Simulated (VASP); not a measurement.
Crystal: Ca2Al2O3.

```xyz
7
Lattice="2.5498 1.4722 4.1639 -2.5498 1.4722 4.1639 0.0000 -2.9443 4.1639" Properties=species:S:1:pos:R:3 pbc="T T T"
Ca    0.0000    0.0000    0.0000
Ca    0.0000    0.0000    6.2458
Al    0.0000    0.0000    8.9315
Al    0.0000    0.0000    3.5601
O     1.2749    0.7361    2.0819
O     0.0000   -1.4722    2.0819
O    -1.2749    0.7361    2.0819
```

```yaml
Program: VASP 6.6.1
Task: relaxation of cell and atoms
Functional: PBE
Potentials_or_basis: VASP PAW PBE potentials, release 64 (Ca_sv, Al, O)
Cutoff: 600 eV
k_mesh: 4 × 4 × 4
Occupations: gaussian, width 0.2 eV
Spin: no spin polarisation
```

At the start: pressure 1.9 GPa; volume 13.40 Å³/atom.

Problem. Where does the relaxation end?

Solution. Over 8 steps the energy falls by 652.9 meV/atom and the volume is 15.07 Å³/atom (+12.5 %); space group R-3m (No. 166, to 0.05 Å).

The path:
```tsv
step	energy change (eV)	largest force (eV/Å)	pressure (GPa)	volume (Å³)
1	0.0000	7.0644	1.93	93.78
2	-3.9754	2.4848	5.47	95.71
3	-4.1704	0.6591	7.86	96.09
4	-4.5426	0.2976	-1.44	106.48
5	-4.5427	0.2956	-1.53	106.61
6	-4.5690	0.1301	0.42	105.11
7	-4.5691	0.1061	0.30	105.19
8	-4.5703	0.0299	-0.11	105.50
```

Final structure:
```
CELL_PARAMETERS angstrom
2.69856 1.55801 4.18233
-2.69856 1.55801 4.18233
0.00000 -3.11602 4.18233
ATOMIC_POSITIONS crystal
Ca 0.00000 0.00000 0.00000
Ca 0.50000 0.50000 0.50000
Al 0.75699 0.75699 0.75699
Al 0.24301 0.24301 0.24301
O 0.50000 0.00000 0.00000
O 0.00000 0.00000 0.50000
O 0.00000 0.50000 0.00000
```

Caveat: the k points lie up to 0.36 Å⁻¹ apart in the final cell; the relaxation stopped at a loose force limit of 0.08 eV/Å, so its end isn't a converged minimum.
